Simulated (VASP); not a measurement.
## ScAl3: single point with PBEsol+D3(BJ)

The system is ScAl3.

```xyz
4
Lattice="4.0185 0.0000 0.0000 0.0000 4.0185 0.0000 0.0000 0.0000 4.0185" Properties=species:S:1:pos:R:3 pbc="T T T"
Sc    0.0000    0.0000    0.0000
Al    2.0093    0.0000    2.0093
Al    0.0000    2.0093    2.0093
Al    2.0093    2.0093    0.0000
```

- Program: VASP 6.6.1
- Task: single point
- Functional: PBEsol
- Dispersion: D3(BJ)
- Potentials or basis: VASP PAW PBE potentials, release 64 (Sc_sv, Al)
- Cutoff: 520 eV
- k mesh: 6 × 6 × 6
- Occupations: fermi-dirac, width 0.1 eV
- Spin: no spin polarisation

The pressure is 0.2 GPa, the band gap on the k mesh is zero (bands 10 and 11 overlap by 4.08 eV) and the dispersion energy per atom is -0.386 eV.

Levels at points of the mesh, in eV from the Fermi level:
```
           k point  band 6  band 7  band 8  band 9  band 10  band 11  band 12  band 13  band 14  band 15
(0.00, 0.00, 0.00)   -2.79   -2.79   -1.92   -1.92    -1.92     1.12     1.23     1.23     1.23     5.12
(0.50, 0.00, 0.00)   -7.59   -1.89   -1.89   -1.69     0.99     0.99     1.08     1.26     1.60     2.20
(0.50, 0.50, 0.00)   -5.79   -5.79   -4.59   -0.67    -0.67     1.13     1.33     2.08     2.54     3.53
(0.50, 0.50, 0.50)   -4.97   -4.97   -4.75   -3.09    -3.09    -3.09     0.95     2.64     2.64     4.22
```

Wall time 16 s on 1 thread of AMD EPYC 7R13 Processor (Zen 3), with other jobs on the host, peak memory 0.15 GiB.

Caveat: the PAW data sets were made with another functional, which shifts forces and pressure a little.
